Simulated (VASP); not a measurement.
## Cr: single point with PBE

Cr:

```
Cr
1.0
     3.01870    0.00000    0.00000
     0.00000    2.80511    0.00000
     0.00000    0.00000    2.80511
Cr
2
Cartesian
  0.0000 0.0000 0.0000
  1.5093 1.4026 1.4026
```

This cell differs from its parent crystal: uniaxial strain along a: +6.0 %.

```json
{
 "Program": "VASP 6.6.1",
 "Task": "single point",
 "Functional": "PBE",
 "Potentials or basis": "VASP PAW PBE potentials, release 64 (Cr_pv)",
 "Cutoff": "520 eV",
 "k mesh": "18 × 18 × 18",
 "Occupations": "gaussian, width 0.1 eV",
 "Spin": "no spin polarisation"
}
```

```yaml
Pressure: -6.5 GPa
Band_gap_on_the_k_mesh: zero (band 12 reaches 12.06 eV, above the bottom of band 13 at 10.15 eV)
```

Stress tensor (GPa, compression positive):
```
-21.00   0.00   0.00
  0.00   0.77   0.00
  0.00   0.00   0.77
```

Levels at points of the mesh, in eV from the Fermi level:
```
           k point  band 10  band 11  band 12  band 13  band 14  band 15
(0.00, 0.00, 0.00)    -1.03    -1.03    -0.48     0.77     1.34     2.26
(0.50, 0.00, 0.00)    -1.86    -0.18    -0.18    -0.18    -0.18     0.81
(0.00, 0.50, 0.00)    -1.66    -0.74    -0.74    -0.27    -0.27     0.60
(0.50, 0.50, 0.00)    -2.11     0.71     0.71     0.85     0.85     1.50
(0.00, 0.50, 0.50)    -2.79     1.48     1.48     1.50     1.50     1.63
(0.50, 0.50, 0.50)    -2.17    -2.17    -2.17     1.30     1.30     1.66
```

Wall time 90 s on 1 thread of Intel(R) Xeon(R) 6975P-C (Granite Rapids), with other jobs on the host, peak memory 0.3 GiB.

Caveat: the cell differs from its parent crystal (uniaxial strain along a: +6.0 %); the run has no spin polarisation, though such a crystal can be magnetic. Spin polarisation is off, so any magnetic state and its effect on volume and gap are missing.
